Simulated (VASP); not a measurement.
# MgNb2O4 (Pmma) in VASP: a series of runs

The runs below take MgNb2O4 through single point, with PBE.

All numbers are computed with VASP 6.6.1; they aren't measurements. Logs are shortened: lines on timing, memory, paths and dates and some standing lists are left out, and cuts for length are marked.

**1. The cell of the first run**

The structure is orthorhombic, space group Pmma (No. 51). The conventional cell has a = 10.038 Å, b = 2.860 Å, c = 4.862 Å, α = 90.00°, β = 90.00°, γ = 90.00°. Mg (site symmetry 2/m) has 6 O at 2.00 to 2.02 Å within 2.7 Å. Within 3.1 Å of Nb (site symmetry mm2) lie 6 O at 2.08 to 2.10 Å and 6 Nb at 2.78 to 2.86 Å and 4 Mg at 3.00 Å. Nb (site symmetry mm2) has 6 O at 2.07 to 2.13 Å and 6 Nb at 2.78 to 2.86 Å and 2 Mg at 3.01 Å within 3.1 Å. O (site symmetry m) has 1 Mg at 2.00 Å and 3 Nb at 2.07 to 2.08 Å and 10 O at 2.59 to 2.94 Å within 3.0 Å. Within 2.9 Å of O (site symmetry m) lie 2 Mg at 2.02 Å and 3 Nb at 2.10 to 2.13 Å and 10 O at 2.66 to 2.90 Å.

**2. Single point, PBE (9.97 Å³/atom)**

File INCAR:

```
PREC = Accurate
ENCUT = 520
EDIFF = 1E-6
ISMEAR = 0
SIGMA = 0.02
LREAL = F
LASPH = T
NELM = 60
ALGO = Normal
ISIF = 2
LWAVE = F
LCHARG = F
GGA = PE
NBANDS = 65
```

File KPOINTS:

```
Automatic mesh
0
Gamma
  4 10 6
```

File POSCAR:

```
MgNb2O4
1.0
   10.0380443972      0.0000000000      0.0000000000
    0.0000000000      2.8597638908      0.0000000000
    0.0000000000      0.0000000000      4.8620899675
Mg Nb O
2 4 8
Direct
    0.5000000000      0.0000000000      0.0000000000
    0.0000000000      0.0000000000      0.0000000000
    0.2500000000      0.5000000000      0.1700840794
    0.2500000000      0.0000000000      0.6600035758
    0.7500000000      0.0000000000      0.3399964242
    0.7500000000      0.5000000000      0.8299159206
    0.3792274587      0.0000000000      0.3283906152
    0.1207725413      0.0000000000      0.3283906152
    0.1173612704      0.5000000000      0.8352525771
    0.3826387296      0.5000000000      0.8352525771
    0.6173612704      0.5000000000      0.1647474229
    0.8826387296      0.5000000000      0.1647474229
    0.6207725413      0.0000000000      0.6716093848
    0.8792274587      0.0000000000      0.6716093848
```

Potentials or basis: VASP PAW PBE potentials, release 64 (Mg, Nb_sv, O).

Started as:

```console
cat potpaw_PBE.64/Mg/POTCAR potpaw_PBE.64/Nb_sv/POTCAR potpaw_PBE.64/O/POTCAR > POTCAR
mpirun -np 1 vasp_std > vasp.out
```

OUTCAR:

```text
PREC = Accurate
   ENCUT = 520
   EDIFF = 1E-6
   ISMEAR = 0
   LREAL = F
   LASPH = T
   NELM = 60
   ISIF = 2
   GGA = PE

 ion  position               nearest neighbor table
   1  0.500  0.000  0.000-   7 2.00  13 2.00  11 2.02  10 2.02  10 2.02  11 2.02   3 3.00   6 3.00
                             3 3.00   6 3.00   5 3.01   4 3.01
   2  0.000  0.000  0.000-   8 2.00  14 2.00  12 2.02   9 2.02   9 2.02  12 2.02   3 3.00   6 3.00
                             3 3.00   6 3.00   5 3.01   4 3.01
   3  0.250  0.500  0.170-   7 2.08   8 2.08   7 2.08   8 2.08   9 2.10  10 2.10   4 2.78   4 2.78
                             4 2.86   4 2.86   1 3.00   2 3.00   1 3.00   2 3.00
   4  0.250  0.000  0.660-   7 2.07   8 2.07   9 2.13  10 2.13   9 2.13  10 2.13   3 2.78   3 2.78
                             3 2.86   3 2.86   2 3.01   1 3.01
   5  0.750  0.000  0.340-  13 2.07  14 2.07  11 2.13  12 2.13  11 2.13  12 2.13   6 2.78   6 2.78
                             6 2.86   6 2.86   1 3.01   2 3.01
   6  0.750  0.500  0.830-  13 2.08  14 2.08  13 2.08  14 2.08  11 2.10  12 2.10   5 2.78   5 2.78
                             5 2.86   5 2.86   2 3.00   1 3.00   2 3.00   1 3.00
   7  0.379  0.000  0.328-   1 2.00   4 2.07   3 2.08   3 2.08
   8  0.121  0.000  0.328-   2 2.00   4 2.07   3 2.08   3 2.08
   9  0.117  0.500  0.835-   2 2.02   2 2.02   3 2.10   4 2.13   4 2.13
  10  0.383  0.500  0.835-   1 2.02   1 2.02   3 2.10   4 2.13   4 2.13
  11  0.617  0.500  0.165-   1 2.02   1 2.02   6 2.10   5 2.13   5 2.13
  12  0.883  0.500  0.165-   2 2.02   2 2.02   6 2.10   5 2.13   5 2.13
  13  0.621  0.000  0.672-   1 2.00   5 2.07   6 2.08   6 2.08
  14  0.879  0.000  0.672-   2 2.00   5 2.07   6 2.08   6 2.08

  LATTYP: Found a simple orthorhombic cell.
 ALAT       =     2.8597638908
 B/A-ratio  =     1.7001718160
 C/A-ratio  =     3.5100955116

  Lattice vectors:

 A1 = (   0.0000000000,   2.8597638908,   0.0000000000)
 A2 = (   0.0000000000,   0.0000000000,   4.8620899675)
 A3 = (  10.0380443972,   0.0000000000,   0.0000000000)

Analysis of symmetry for initial positions (statically):
=====================================================================
 Subroutine PRICEL returns:
 Original cell was already a primitive cell.

 Routine SETGRP: Setting up the symmetry group for a
 simple orthorhombic supercell.

 Subroutine GETGRP returns: Found  8 space group operations
 (whereof  4 operations were pure point group operations)
 out of a pool of  8 trial point group operations.

The static configuration has the point symmetry C_2h.
 The point group associated with its full space group is D_2h.

Analysis of symmetry for dynamics (positions and initial velocities):
=====================================================================
 Subroutine PRICEL returns:
[... 157 lines left out ...]
  Thomas-Fermi vector in A             =   2.597745
   LORBIT       =      0    0 simple, 1 ext, 2 COOP (PROOUT), +10 PAW based schemes
   GGA     = PE    functional components
   LHFCALC =     F    Hartree Fock is set to
   AEXX    =    0.0000 exact exchange contribution
   IVDW    =     0    specifies the selected vdW correction
   LEPSILON=     F    determine dielectric tensor
   LRPA    =     F    only Hartree local field effects (RPA)
 non-spin polarized calculation
 Gauss-broadening in eV      SIGMA  =   0.02
  energy-cutoff  :      520.00
  volume of cell :      139.57
 maximum number of plane-waves:      3792
 NGX is ok and might be reduce to    80
   NGX = 37   NGY = 11   NGZ = 19

 number of electron     104.0000010 magnetization

 Free energy of the ion-electron system (eV)
  ---------------------------------------------------
  ext. energy  EPLUGINS =         0.00000000
  ---------------------------------------------------
  free energy    TOTEN  =      -117.37990287 eV

  energy without entropy =     -117.37990287  energy(sigma->0) =     -117.37990287

 E-fermi :   9.8166     XC(G=0): -12.2049

 val. band max:        9.7119287002   @ k =   0.0000   0.0000   0.0000
 cond. band min:      11.2216396115   @ k =   0.0000   0.0000   0.0000
 fundamental gap:      1.5097109113
 Fermi energy:         9.8165831243

 k-point     1 :       0.0000    0.0000    0.0000
  band No.  band energies     occupation
      1     -46.0910      2.00000
      2     -46.0910      2.00000
      3     -45.7120      2.00000
      4     -45.7119      2.00000
      5     -23.1222      2.00000
      6     -23.1216      2.00000
[... 1597 lines left out ...]
     63      13.4367      0.00000
     64      13.4389      0.00000

 [... further k-points ...]

 [bands above 64 left out]

------------------------ aborting loop because EDIFF is reached ----------------------------------------

  FORCE on cell =-STRESS in cart. coord.  units (eV):
  Direction    XX          YY          ZZ          XY          YZ          ZX
  --------------------------------------------------------------------------------------
  -------------------------------------------------------------------------------------
  Total       22.3280186     22.3965543     22.4025410      0.0000000      0.0000000      0.0000000
  in kB      256.3058309    257.0925594    257.1612821      0.0000000      0.0000000      0.0000000
  external PRESSURE =     256.8532242 kB  Pullay stress =       0.0000000 kB

 VOLUME and BASIS-vectors are now :
 -----------------------------------------------------------------------------
  energy-cutoff  :      520.00
  volume of cell :      139.57
      direct lattice vectors                 reciprocal lattice vectors
    10.038044397  0.000000000  0.000000000     0.099620998  0.000000000  0.000000000
     0.000000000  2.859763891  0.000000000     0.000000000  0.349679218  0.000000000
     0.000000000  0.000000000  4.862089968     0.000000000  0.000000000  0.205672870

 POSITION                                       TOTAL-FORCE (eV/Angst)
 -----------------------------------------------------------------------------------
      5.01902      0.00000      0.00000         0.000000     -0.000000      0.000000
      0.00000      0.00000      0.00000         0.000000     -0.000000      0.000000
      2.50951      1.42988      0.82696         0.000000     -0.000000      0.014259
      2.50951      0.00000      3.20900         0.000000     -0.000000     -0.012337
      7.52853      0.00000      1.65309         0.000000     -0.000000      0.012337
      7.52853      1.42988      4.03513        -0.000000      0.000000     -0.014259
      3.80670      0.00000      1.59666        -0.007328     -0.000000     -0.014203
      1.21232      0.00000      1.59666         0.007328     -0.000000     -0.014203
      1.17808      1.42988      4.06107        -0.007947     -0.000000      0.018137
      3.84094      1.42988      4.06107         0.007947     -0.000000      0.018137
      6.19710      1.42988      0.80102        -0.007947      0.000000     -0.018137
      8.85997      1.42988      0.80102         0.007947     -0.000000     -0.018137
      6.23134      0.00000      3.26543         0.007328     -0.000000      0.014203
      8.82572      0.00000      3.26543        -0.007328     -0.000000      0.014203
 -----------------------------------------------------------------------------------
    total drift:                                0.000000      0.000000      0.000000

  FREE ENERGIE OF THE ION-ELECTRON SYSTEM (eV)
  ---------------------------------------------------
  free  energy   TOTEN  =      -117.3799028675 eV

  energy  without entropy=     -117.3799028675  energy(sigma->0) =     -117.37990287
```

stdout:

```text
POSCAR found type information on POSCAR MgNbO
 POSCAR found :  3 types and      14 ions
 scaLAPACK will be used
 LDA part: xc-table for (Slater+PW92), standard interpolation
 POSCAR, INCAR and KPOINTS ok, starting setup
 FFT: planning ... GRIDC
 FFT: planning ... GRID_SOFT
 FFT: planning ... GRID
 WAVECAR not read
 entering main loop
```

It took 12 min on 1 thread of Intel Xeon Platinum 8259CL at 2.50GHz (Skylake/Cascade Lake), shared host; peak memory 0.58 GiB.

Results:

```yaml
Free_energy: -117.3799 eV
Pressure: 25.7 GPa
Largest_force: 0.020 eV/Å
Band_gap_on_the_k_mesh: 1.51 eV
```

Forces on the atoms (eV/Å):
```
Mg   0.000  0.000  0.000
Mg   0.000  0.000  0.000
Nb   0.000  0.000  0.014
Nb   0.000  0.000 -0.012
Nb   0.000  0.000  0.012
Nb   0.000  0.000 -0.014
O   -0.007  0.000 -0.014
O    0.007  0.000 -0.014
O   -0.008  0.000  0.018
O    0.008  0.000  0.018
O   -0.008  0.000 -0.018
O    0.008  0.000 -0.018
O    0.007  0.000  0.014
O   -0.007  0.000  0.014
```

Levels at points of the mesh, in eV from the valence-band top:
| k point | band 49 | band 50 | band 51 | band 52 | band 53 | band 54 | band 55 | band 56 |
| --- | --- | --- | --- | --- | --- | --- | --- | --- |
| (0.00, 0.00, 0.00) | -1.51 | -1.03 | -0.56 | 0.00 | 1.51 | 1.69 | 1.87 | 2.01 |
| (0.50, 0.00, 0.00) | -1.26 | -1.26 | -0.21 | -0.21 | 1.60 | 1.60 | 1.94 | 1.94 |
| (0.00, 0.50, 0.00) | -1.27 | -1.22 | -1.12 | -1.05 | 2.37 | 2.42 | 2.68 | 2.71 |
| (0.50, 0.50, 0.00) | -1.23 | -1.23 | -1.08 | -1.08 | 2.38 | 2.38 | 2.68 | 2.68 |
| (0.00, 0.00, 0.50) | -1.86 | -1.45 | -1.14 | -0.88 | 2.12 | 2.36 | 2.37 | 2.45 |
| (0.50, 0.00, 0.50) | -1.64 | -1.64 | -1.01 | -1.01 | 2.23 | 2.23 | 2.41 | 2.41 |
| (0.00, 0.50, 0.50) | -1.51 | -1.39 | -1.14 | -0.93 | 2.70 | 3.38 | 3.49 | 3.79 |
| (0.50, 0.50, 0.50) | -1.33 | -1.33 | -1.16 | -1.16 | 3.00 | 3.00 | 3.71 | 3.71 |

Caveat: the cell stands under pressure. A k mesh can miss the band edges.

**3. Single point, PBE**

This run uses another cell than the first one, of 11.33 Å³/atom.

File INCAR:

```
ALGO = Normal
EDIFF = 1E-6
ENCUT = 520
GGA = PE
ISIF = 2
ISMEAR = 0
LASPH = True
LCHARG = False
LREAL = False
LWAVE = False
NBANDS = 65
NELM = 80
PREC = Accurate
SIGMA = 0.02
```

File KPOINTS:

```
k-points
0
Gamma
  4 10 6
```

File POSCAR:

```
MgNb2O4
1.0
   10.7018301700      0.0000000000      0.0000000000
    0.0000000000      2.9543173769      0.0000000000
    0.0000000000      0.0000000000      5.0165414524
Mg Nb O
2 4 8
Direct
    0.5000000000      0.0000000000      0.0000000000
    0.0000000000      0.0000000000      0.0000000000
    0.2500000000      0.5000000000      0.1649698229
    0.2500000000      0.0000000000      0.6566982463
    0.7500000000      0.0000000000      0.3433017537
    0.7500000000      0.5000000000      0.8350301771
    0.3707900062      0.0000000000      0.3182582210
    0.1292099938      0.0000000000      0.3182582210
    0.1226095196      0.5000000000      0.8388690342
    0.3773904804      0.5000000000      0.8388690342
    0.6226095196      0.5000000000      0.1611309658
    0.8773904804      0.5000000000      0.1611309658
    0.6292099938      0.0000000000      0.6817417790
    0.8707900062      0.0000000000      0.6817417790
```

Potentials or basis: VASP PAW PBE potentials, release 64 (Mg, Nb_sv, O).

Started as:

```console
cat potpaw_PBE.64/Mg/POTCAR potpaw_PBE.64/Nb_sv/POTCAR potpaw_PBE.64/O/POTCAR > POTCAR
mpirun -np 1 vasp_std > vasp.out
```

Wall time 9.1 min (1 thread of Oxide Virtual Turin-like, shared host); peak memory 0.61 GiB.

It converged, with:

```yaml
Free_energy: -118.7473 eV
Pressure: -0.4 GPa
Largest_force: 0.020 eV/Å
Band_gap_on_the_k_mesh: 1.23 eV (least direct gap 1.38 eV)
```

Forces on the atoms (eV/Å):
```
Mg   0.000  0.000  0.000
Mg   0.000  0.000  0.000
Nb   0.000  0.000  0.002
Nb   0.000  0.000  0.003
Nb   0.000  0.000 -0.003
Nb   0.000  0.000 -0.002
O    0.007  0.000 -0.019
O   -0.007  0.000 -0.019
O   -0.009  0.000  0.015
O    0.009  0.000  0.015
O   -0.009  0.000 -0.015
O    0.009  0.000 -0.015
O   -0.007  0.000  0.019
O    0.007  0.000  0.019
```

Levels at points of the mesh, in eV from the valence-band top:
| k point | band 48 | band 49 | band 50 | band 51 | band 52 | band 53 | band 54 | band 55 | band 56 | band 57 |
| --- | --- | --- | --- | --- | --- | --- | --- | --- | --- | --- |
| (0.00, 0.00, 0.00) | -3.50 | -1.56 | -1.17 | -0.52 | 0.00 | 1.38 | 1.48 | 1.75 | 1.83 | 2.38 |
| (0.50, 0.00, 0.00) | -3.87 | -1.34 | -1.34 | -0.21 | -0.21 | 1.43 | 1.43 | 1.79 | 1.79 | 2.61 |
| (0.00, 0.50, 0.00) | -4.09 | -1.29 | -1.26 | -1.07 | -1.02 | 2.01 | 2.06 | 2.28 | 2.35 | 2.80 |
| (0.50, 0.50, 0.00) | -4.33 | -1.27 | -1.27 | -1.04 | -1.04 | 2.03 | 2.03 | 2.30 | 2.30 | 2.95 |
| (0.00, 0.00, 0.50) | -3.57 | -1.78 | -1.52 | -0.96 | -0.81 | 1.73 | 1.86 | 2.01 | 2.08 | 2.19 |
| (0.50, 0.00, 0.50) | -3.68 | -1.64 | -1.64 | -0.89 | -0.89 | 1.79 | 1.79 | 2.05 | 2.05 | 2.34 |
| (0.00, 0.50, 0.50) | -4.01 | -1.47 | -1.30 | -1.26 | -0.95 | 2.08 | 2.66 | 3.09 | 3.14 | 3.16 |
| (0.50, 0.50, 0.50) | -4.09 | -1.37 | -1.37 | -1.12 | -1.12 | 2.33 | 2.33 | 3.11 | 3.11 | 3.35 |
